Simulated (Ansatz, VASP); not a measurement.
# One calculation of MnPt2, two programs

INCAR

```
PREC = Accurate
ENCUT = 520
EDIFF = 1E-7
ISMEAR = 0
SIGMA = 0.1
LREAL = F
LASPH = T
NELM = 150
ALGO = Fast
ISIF = 2
LWAVE = F
LCHARG = F
ISPIN = 2
MAGMOM = 4 1 1
LORBIT = 11
LMAXMIX = 4
GGA = PE
NBANDS = 28
```

File KPOINTS:

```
regular mesh
0
Gamma
  6 6 2
```

File POSCAR:

```
MnPt2
1.0
    2.8584044518      0.0000000000      0.0000000000
   -1.4292022259      2.4754508696      0.0000000000
    0.0000000000      0.0000000000      6.5325040000
Mn Pt
1 2
Direct
    0.0000000000      0.0000000000      0.0000000000
    0.3333333300      0.6666666700      0.6837940000
    0.6666666700      0.3333333300      0.3162060000
```

Input for Ansatz:

```yaml
crystal:
  lattice:
    - [2.8584044518, 0.0, 0.0]
    - [-1.4292022259, 2.4754508696, 0.0]
    - [0.0, 0.0, 6.532504]
  atoms:
    - { symbol: Mn, position: [0.0, 0.0, 0.0], spin: 4.0 }
    - { symbol: Pt, position: [0.33333333, 0.66666667, 0.683794], spin: 1.0 }
    - { symbol: Pt, position: [0.66666667, 0.33333333, 0.316206], spin: 1.0 }
basis:
  ecutwfc: 420
kpoints:
  mp_grid: { grid: [6, 6, 2] }
hamiltonian:
  xc: pbe
scf:
  occupations: { method: gaussian, width: 0.1 }
  lower_state_search: "off"
output:
  forces: true
  stress: true
  eigenvalues: true
  populations: true
magnetization:
  spin_polarized: true
```

Alike in both runs: task single point; functional PBE; k mesh 6 × 6 × 2; occupations gaussian, width 0.1 eV; collinear spin.

|  | VASP | Ansatz |
| --- | --- | --- |
| version | VASP 6.6.1 | Ansatz 0.2.0 |
| potentials or method | VASP PAW PBE potentials, release 64 (Mn_pv, Pt), cutoff 520 eV | scalar-relativistic, plane waves, PAW |
| valence electrons in the cell | 33 | 51 |

Ansatz gave:

- gap on the k mesh at the Fermi level (eV): none
- pressure (GPa): -0.1
- traceless stress, the component that is largest in VASP (GPa): 1.82
- net moment per atom (μB): 1.59
- size of the moment on the site where the two differ most (μB): 3.82

Task: What did VASP give for the same quantities?

Result: gap on the k mesh at the Fermi level (eV): none; pressure (GPa): -0.3; traceless stress, the component that is largest in VASP (GPa): 1.93; net moment per atom (μB): 1.59; size of the moment on the site where the two differ most (μB): 3.85.

Site moments also hang on the region over which each program counts them. A gap of «none» marks a metal or a gap that the smearing closes. VASP's potentials hold 33 valence electrons a cell and Ansatz's 51, so a difference there can come from the potentials and not from the codes.

The k mesh is coarse, so the values compare programs but aren't converged. Neither program's run includes spin-orbit coupling.
